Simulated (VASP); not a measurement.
# AlRu (Pm-3m) in VASP: further runs

The runs below take AlRu through single point, with PBE.

All numbers are computed with VASP 6.6.1; they aren't measurements. Logs are shortened: lines on timing, memory, paths and dates and some standing lists are left out, and cuts for length are marked.

## (1) The cell of the first run

The structure is cubic, space group Pm-3m (No. 221). Conventional cell: a = 3.004 Å, b = 3.004 Å, c = 3.004 Å, α = 90.00°, β = 90.00°, γ = 90.00°. Within 3.4 Å of Al (site symmetry m-3m) lie 8 Ru at 2.60 Å and 6 Al at 3.00 Å. Ru (site symmetry m-3m) has 8 Al at 2.60 Å and 6 Ru at 3.00 Å within 3.4 Å.

## (2) Single point, PBE

INCAR

```
SYSTEM = AlRu
ALGO     = Fast           ! electronic algorithm
EDIFF    = 1E-7           ! SCF threshold, eV
ENCUT    = 520            ! plane-wave cutoff, eV
GGA      = PE             ! functional
ISIF     = 2              ! what is computed and relaxed
ISMEAR   = 0              ! smearing method
LASPH    = .TRUE.         ! aspherical terms in the spheres
LCHARG   = .FALSE.        ! write CHGCAR
LREAL    = .FALSE.        ! projectors in reciprocal space
LWAVE    = .FALSE.        ! write WAVECAR
NBANDS   = 16             ! bands
NELM     = 100            ! most SCF steps
PREC     = Accurate       ! precision mode
SIGMA    = 0.1            ! smearing width, eV
```

KPOINTS

```
k-points
0
G
  14 14 14
  0 0 0
```

POSCAR

```
AlRu
1.0
    3.0040846981      0.0000000000      0.0000000000
    0.0000000000      3.0040846981      0.0000000000
    0.0000000000      0.0000000000      3.0040846981
Al Ru
1 1
Direct
    0.0000000000      0.0000000000      0.0000000000
    0.5000000000      0.5000000000      0.5000000000
```

Potentials or basis: VASP PAW PBE potentials, release 64 (Al, Ru_pv).

On the command line:

```console
$ cat potpaw_PBE.64/Al/POTCAR potpaw_PBE.64/Ru_pv/POTCAR > POTCAR
$ mpirun -np 1 vasp_std > vasp.out
```

OUTCAR:

```text
SYSTEM = AlRu
   EDIFF = 1E-7
   ENCUT = 520
   GGA = PE
   ISIF = 2
   ISMEAR = 0
   LASPH = .TRUE.
   LREAL = .FALSE.
   NELM = 100
   PREC = Accurate

 ion  position               nearest neighbor table
   1  0.000  0.000  0.000-   2 2.60   2 2.60   2 2.60   2 2.60   2 2.60   2 2.60   2 2.60   2 2.60

   2  0.500  0.500  0.500-   1 2.60   1 2.60   1 2.60   1 2.60   1 2.60   1 2.60   1 2.60   1 2.60

  LATTYP: Found a simple cubic cell.
 ALAT       =     3.0040846981

  Lattice vectors:

 A1 = (   3.0040846981,   0.0000000000,   0.0000000000)
 A2 = (   0.0000000000,   3.0040846981,   0.0000000000)
 A3 = (   0.0000000000,   0.0000000000,   3.0040846981)

Analysis of symmetry for initial positions (statically):
=====================================================================
 Subroutine PRICEL returns:
 Original cell was already a primitive cell.

 Routine SETGRP: Setting up the symmetry group for a
 simple cubic supercell.

 Subroutine GETGRP returns: Found 48 space group operations
 (whereof 48 operations were pure point group operations)
 out of a pool of 48 trial point group operations.

The static configuration has the point symmetry O_h .

Analysis of symmetry for dynamics (positions and initial velocities):
=====================================================================
 Subroutine PRICEL returns:
 Original cell was already a primitive cell.

 Routine SETGRP: Setting up the symmetry group for a
 simple cubic supercell.

 Subroutine GETGRP returns: Found 48 space group operations
 (whereof 48 operations were pure point group operations)
 out of a pool of 48 trial point group operations.

The dynamic configuration has the point symmetry O_h .

 Subroutine INISYM returns: Found 48 space group operations
 (whereof 48 operations are pure point group operations),
 and found     1 'primitive' translations

----------------------------------------------------------------------------------------

                                     Primitive cell

  volume of cell :      27.1104

  direct lattice vectors                    reciprocal lattice vectors
     3.004084698  0.000000000  0.000000000     0.332880095  0.000000000  0.000000000
     0.000000000  3.004084698  0.000000000     0.000000000  0.332880095  0.000000000
     0.000000000  0.000000000  3.004084698     0.000000000  0.000000000  0.332880095

  length of vectors
     3.004084698  3.004084698  3.004084698     0.332880095  0.332880095  0.332880095

  position of ions in fractional coordinates (direct lattice)
     0.000000000  0.000000000  0.000000000
     0.500000000  0.500000000  0.500000000

  ion indices of the primitive-cell ions
   primitive index   ion index
                 1           1
                 2           2

----------------------------------------------------------------------------------------

 KPOINTS: k-points

Automatic generation of k-mesh.
 Grid dimensions read from file:
 generate k-points for:   14   14   14

 Generating k-lattice:

  Cartesian coordinates                     Fractional coordinates (reciprocal lattice)
     0.023777150  0.000000000  0.000000000     0.071428571  0.000000000  0.000000000
     0.000000000  0.023777150  0.000000000     0.000000000  0.071428571  0.000000000
     0.000000000  0.000000000  0.023777150     0.000000000  0.000000000  0.071428571

  Length of vectors
     0.023777150  0.023777150  0.023777150

  Shift w.r.t. Gamma in fractional coordinates (k-lattice)
     0.000000000  0.000000000  0.000000000

 Subroutine IBZKPT returns following result:
 ===========================================

 Found    120 irreducible k-points:

 Following reciprocal coordinates:
            Coordinates               Weight
  0.000000  0.000000  0.000000      1.000000
  0.071429  0.000000  0.000000      6.000000
  0.142857  0.000000  0.000000      6.000000
  0.214286  0.000000  0.000000      6.000000
  0.285714  0.000000  0.000000      6.000000
  0.357143  0.000000  0.000000      6.000000
[... 16 lines left out ...]
  0.285714  0.214286  0.000000     24.000000
  0.357143  0.214286  0.000000     24.000000
 [... further k-points ...]
   k-points           NKPTS =    120   k-points in BZ     NKDIM =    120   number of bands    NBANDS=     16
   number of dos      NEDOS =    301   number of ions     NIONS =      2
   total plane-waves  NPLWV =  13824
   dimension x,y,z NGX =    24 NGY =   24 NGZ =   24
   dimension x,y,z NGXF=    48 NGYF=   48 NGZF=   48
   ions per type =               1   1
   NGX,Y,Z   is equivalent  to a cutoff of  13.28, 13.28, 13.28 a.u.
   NGXF,Y,Z  is equivalent  to a cutoff of  26.56, 26.56, 26.56 a.u.
 SYSTEM =  AlRu
   PREC   = accura    normal or accurate (medium, high low for compatibility)
   ISTART =      0    job   : 0-new  1-cont  2-samecut
   ICHARG =      2    charge: 1-file 2-atom 10-const
   ISPIN  =      1    spin polarized calculation?
   LNONCOLLINEAR =      F non collinear calculations
   LSORBIT =      F    spin-orbit coupling
   LASPH  =      T    aspherical Exc in radial PAW
   ENCUT  =  520.0 eV  38.22 Ry    6.18 a.u.   5.59  5.59  5.59*2*pi/ulx,y,z
   NELM   =    100;   NELMIN=  2; NELMDL= -5     # of ELM steps
   EDIFF  = 0.1E-06   stopping-criterion for ELM
   LREAL  =      F    real-space projection
   EDIFFG = 0.1E-05   stopping-criterion for IOM
   NSW    =      0    number of steps for IOM
   IBRION =     -1    ionic relax: 0-MD 1-quasi-New 2-CG
   NFREE  =      0    steps in history (QN), initial steepest desc. (CG)
   ISIF   =      2    stress and relaxation
   ISYM   =      2    0-nonsym 1-usesym 2-fastsym
   POTIM  = 0.5000    time-step for ionic-motion
   TEBEG  =    0.0;   TEEND  =   0.0 temperature during run
   PSTRESS=    0.0 pullay stress
   NELECT =      17.0000    total number of electrons
   NUPDOWN=      -1.0000    fix difference up-down
   EMIN   =  10.00;   EMAX   =-10.00  energy-range for DOS
   EFERMI =   0.00;   METHOD = LEGACY
   ISMEAR =     0;   SIGMA  =   0.10  broadening in eV -4-tet -1-fermi 0-gaus
   EFERMI_NEDOS =   21; number of points for ismear=-14 and -15
   IALGO  =     68    algorithm
   IMIX   =      4    mixing-type and parameters
     AMIX     =   0.40;   BMIX     =  1.00
     AMIX_MAG =   1.60;   BMIX_MAG =  1.00
  volume/ion in A,a.u.               =      13.56        91.48
  Fermi-wavevector in a.u.,A,eV,Ry     =   1.401239  2.647958 26.714651  1.963471
  Thomas-Fermi vector in A             =   2.524120
   LORBIT       =      0    0 simple, 1 ext, 2 COOP (PROOUT), +10 PAW based schemes
   GGA     = PE    functional components
   LHFCALC =     F    Hartree Fock is set to
   AEXX    =    0.0000 exact exchange contribution
   IVDW    =     0    specifies the selected vdW correction
   LEPSILON=     F    determine dielectric tensor
   LRPA    =     F    only Hartree local field effects (RPA)
 non-spin polarized calculation
 RMM-DIIS sequential band-by-band and
 Gauss-broadening in eV      SIGMA  =   0.10
  energy-cutoff  :      520.00
  volume of cell :       27.11
 maximum number of plane-waves:       742
 NGX is ok and might be reduce to    24
   NGX = 11   NGY = 11   NGZ = 11

 number of electron      16.9999996 magnetization

 Free energy of the ion-electron system (eV)
  ---------------------------------------------------
  ext. energy  EPLUGINS =         0.00000000
  ---------------------------------------------------
  free energy    TOTEN  =       -14.25815788 eV

  energy without entropy =      -14.24831940  energy(sigma->0) =      -14.25323864

 E-fermi :  10.5392     XC(G=0): -12.5022

 val. band max:       10.5240605413   @ k =   0.5000   0.2857   0.1429
 cond. band min:      10.5399493607   @ k =   0.1429   0.0714   0.0714
 fundamental gap:      0.0158888194
 Fermi energy:        10.5392063993

 k-point     1 :       0.0000    0.0000    0.0000
  band No.  band energies     occupation
      1     -31.2203      2.00000
      2     -31.2203      2.00000
      3     -31.2203      2.00000
      4       0.9396      2.00000
      5       7.0449      2.00000
      6       7.0449      2.00000
[... 8 lines left out ...]
     15      22.6689      0.00000
     16      25.4129      0.00000

 k-point     2 :       0.0714    0.0000    0.0000
  band No.  band energies     occupation
      1     -31.2303      2.00000
      2     -31.2195      2.00000
      3     -31.2195      2.00000
      4       1.0366      2.00000
      5       7.0779      2.00000
      6       7.0789      2.00000
[... 8 lines left out ...]
     15      22.6692      0.00000
     16      25.7219      0.00000

 k-point     3 :       0.1429    0.0000    0.0000
  band No.  band energies     occupation
      1     -31.2583      2.00000
      2     -31.2171      2.00000
      3     -31.2171      2.00000
      4       1.3234      2.00000
      5       7.1490      2.00000
      6       7.1763      2.00000
[... 8 lines left out ...]
     15      22.6717      0.00000
     16      26.7019      0.00000

 k-point     4 :       0.2143    0.0000    0.0000
  band No.  band energies     occupation
      1     -31.2984      2.00000
      2     -31.2137      2.00000
      3     -31.2137      2.00000
      4       1.7874      2.00000
      5       7.1702      2.00000
      6       7.3236      2.00000
[... 8 lines left out ...]
     15      23.0365      0.00000
     16      27.5518      0.00000

 k-point     5 :       0.2857    0.0000    0.0000
  band No.  band energies     occupation
      1     -31.3427      2.00000
      2     -31.2099      2.00000
      3     -31.2099      2.00000
      4       2.4089      2.00000
      5       7.0026      2.00000
      6       7.4971      2.00000
[... 8 lines left out ...]
     15      23.3804      0.00000
     16      26.2266      0.00000

 k-point     6 :       0.3571    0.0000    0.0000
  band No.  band energies     occupation
      1     -31.3825      2.00000
      2     -31.2065      2.00000
      3     -31.2065      2.00000
      4       3.1612      2.00000
      5       6.5385      2.00000
      6       7.6641      2.00000
[... 8 lines left out ...]
     15      24.9423      0.00000
     16      24.9431      0.00000

 k-point     7 :       0.4286    0.0000    0.0000
  band No.  band energies     occupation
      1     -31.4098      2.00000
      2     -31.2042      2.00000
      3     -31.2042      2.00000
      4       4.0071      2.00000
      5       5.8111      2.00000
      6       7.7863      2.00000
[... 8 lines left out ...]
     15      23.7793      0.00000
     16      23.7794      0.00000

 k-point     8 :       0.5000    0.0000    0.0000
  band No.  band energies     occupation
      1     -31.4195      2.00000
      2     -31.2033      2.00000
      3     -31.2033      2.00000
      4       4.7669      2.00000
      5       5.0776      2.00000
      6       7.8316      2.00000
[... 8 lines left out ...]
     15      23.1182      0.00000
     16      23.7307      0.00000

 k-point     9 :       0.0714    0.0714    0.0000
  band No.  band energies     occupation
      1     -31.2299      2.00000
      2     -31.2290      2.00000
      3     -31.2186      2.00000
      4       1.1329      2.00000
      5       7.1107      2.00000
      6       7.1148      2.00000
[... 8 lines left out ...]
     15      22.6693      0.00000
     16      26.0021      0.00000
[... 172 lines left out ...]
 k-point    19 :       0.3571    0.1429    0.0000
  band No.  band energies     occupation
      1     -31.3780      2.00000
      2     -31.2432      2.00000
      3     -31.2033      2.00000
      4       3.4505      2.00000
      5       6.6176      2.00000
      6       7.8311      2.00000
[... 8 lines left out ...]
     15      23.5229      0.00000
     16      24.8100      0.00000

 k-point    20 :       0.4286    0.1429    0.0000
  band No.  band energies     occupation
      1     -31.4052      2.00000
      2     -31.2406      2.00000
      3     -31.2009      2.00000
      4       4.2479      2.00000
      5       5.9115      2.00000
      6       7.9793      2.00000
[... 8 lines left out ...]
     15      22.6708      0.00000
     16      23.6644      0.00000

 k-point    21 :       0.5000    0.1429    0.0000
  band No.  band energies     occupation
      1     -31.4148      2.00000
      2     -31.2397      2.00000
      3     -31.2001      2.00000
      4       5.0022      2.00000
      5       5.1802      2.00000
      6       8.0402      2.00000
[... 8 lines left out ...]
     15      22.6703      0.00000
     16      22.6981      0.00000

 k-point    22 :       0.2143    0.2143    0.0000
  band No.  band energies     occupation
      1     -31.2928      2.00000
      2     -31.2884      2.00000
      3     -31.2071      2.00000
      4       2.5634      2.00000
      5       7.3056      2.00000
      6       7.6553      2.00000
[... 8 lines left out ...]
     15      25.0648      0.00000
     16      25.1513      0.00000

 k-point    23 :       0.2857    0.2143    0.0000
  band No.  band energies     occupation
      1     -31.3343      2.00000
      2     -31.2860      2.00000
      3     -31.2033      2.00000
      4       3.1166      2.00000
      5       7.1125      2.00000
      6       7.8507      2.00000
[... 8 lines left out ...]
     15      24.0518      0.00000
     16      25.7422      0.00000

 k-point    24 :       0.3571    0.2143    0.0000
  band No.  band energies     occupation
      1     -31.3733      2.00000
      2     -31.2820      2.00000
      3     -31.1999      2.00000
      4       3.7647      2.00000
      5       6.6684      2.00000
      6       8.0419      2.00000
[... 8 lines left out ...]
     15      22.9632      0.00000
     16      24.7932      0.00000

 [... further k-points ...]
[... 5 lines left out ...]
  --------------------------------------------------------------------------------------
  -------------------------------------------------------------------------------------
  Total       -0.0086361     -0.0086361     -0.0086361      0.0000000      0.0000000     -0.0000000
  in kB       -0.5103752     -0.5103752     -0.5103752      0.0000000      0.0000000     -0.0000000
  external PRESSURE =      -0.5103752 kB  Pullay stress =       0.0000000 kB

 VOLUME and BASIS-vectors are now :
 -----------------------------------------------------------------------------
  energy-cutoff  :      520.00
  volume of cell :       27.11
      direct lattice vectors                 reciprocal lattice vectors
     3.004084698  0.000000000  0.000000000     0.332880095  0.000000000  0.000000000
     0.000000000  3.004084698  0.000000000     0.000000000  0.332880095  0.000000000
     0.000000000  0.000000000  3.004084698     0.000000000  0.000000000  0.332880095

 POSITION                                       TOTAL-FORCE (eV/Angst)
 -----------------------------------------------------------------------------------
      0.00000      0.00000      0.00000         0.000000      0.000000      0.000000
      1.50204      1.50204      1.50204         0.000000      0.000000      0.000000
 -----------------------------------------------------------------------------------
    total drift:                                0.000000     -0.000000     -0.000000

  FREE ENERGIE OF THE ION-ELECTRON SYSTEM (eV)
  ---------------------------------------------------
  free  energy   TOTEN  =       -14.2581578779 eV

  energy  without entropy=      -14.2483194001  energy(sigma->0) =      -14.25323864
```

Run time: 19 s. Hardware: 1 thread of Intel Xeon 6975P-C (Granite Rapids), shared host; peak memory 0.17 GiB.

Results:

- Free energy: -14.2582 eV
- Pressure: -0.1 GPa

Levels at points of the mesh, in eV from the Fermi level:
| k point | band 5 | band 6 | band 7 | band 8 | band 9 | band 10 | band 11 | band 12 | band 13 | band 14 |
| --- | --- | --- | --- | --- | --- | --- | --- | --- | --- | --- |
| (0.00, 0.00, 0.00) | -3.49 | -3.49 | 0.18 | 0.18 | 0.18 | 6.02 | 6.02 | 6.02 | 10.91 | 10.91 |
| (0.50, 0.00, 0.00) | -5.46 | -2.71 | -1.57 | -1.57 | 0.42 | 2.25 | 7.46 | 10.97 | 10.97 | 12.58 |
| (0.50, 0.50, 0.00) | -3.01 | -1.36 | -1.36 | -1.14 | -1.14 | 1.51 | 5.23 | 6.11 | 10.49 | 12.13 |
| (0.50, 0.50, 0.50) | -4.56 | -4.56 | 1.60 | 1.60 | 2.50 | 4.11 | 4.11 | 4.11 | 8.42 | 8.42 |

## (3) Single point, PBE

This run uses another cell than the first one, of 13.39 Å³/atom, 0.988 times its volume.

INCAR

```
PREC = Accurate
ENCUT = 500
EDIFF = 1E-6
ISMEAR = 0
SIGMA = 0.1
LREAL = F
LASPH = T
NELM = 120
ALGO = Normal
ISIF = 2
LWAVE = F
LCHARG = F
GGA = PE
NBANDS = 16
GGA_COMPAT = F
```

KPOINTS

```
Automatic mesh
0
Gamma
  6 6 6
```

POSCAR

```
AlRu
1.0
    2.9916000000      0.0000000000      0.0000000000
    0.0000000000      2.9916000000      0.0000000000
    0.0000000000      0.0000000000      2.9916000000
Al Ru
1 1
Direct
    0.0000000000      0.0000000000      0.0000000000
    0.5000000000      0.5000000000      0.5000000000
```

Potentials or basis: VASP PAW PBE potentials, release 64 (Al, Ru_pv).

On the command line:

```console
$ cat potpaw_PBE.64/Al/POTCAR potpaw_PBE.64/Ru_pv/POTCAR > POTCAR
$ mpirun -np 1 vasp_std > vasp.out
```

Run time: 13 s. Hardware: 1 thread of Intel Xeon 8259CL, shared host; peak memory 0.14 GiB.

Results (log left out):

- Free energy: -14.2585 eV
- Pressure: 2.5 GPa

Levels at points of the mesh, in eV from the Fermi level:
| k point | band 5 | band 6 | band 7 | band 8 | band 9 | band 10 | band 11 | band 12 |
| --- | --- | --- | --- | --- | --- | --- | --- | --- |
| (0.00, 0.00, 0.00) | -3.43 | -3.43 | 0.30 | 0.30 | 0.30 | 6.20 | 6.20 | 6.20 |
| (0.50, 0.00, 0.00) | -5.36 | -2.63 | -1.48 | -1.48 | 0.55 | 2.42 | 7.57 | 11.16 |
| (0.50, 0.50, 0.00) | -2.92 | -1.24 | -1.24 | -1.05 | -1.05 | 1.67 | 5.44 | 6.35 |
| (0.50, 0.50, 0.50) | -4.51 | -4.51 | 1.76 | 1.76 | 2.69 | 4.27 | 4.27 | 4.27 |
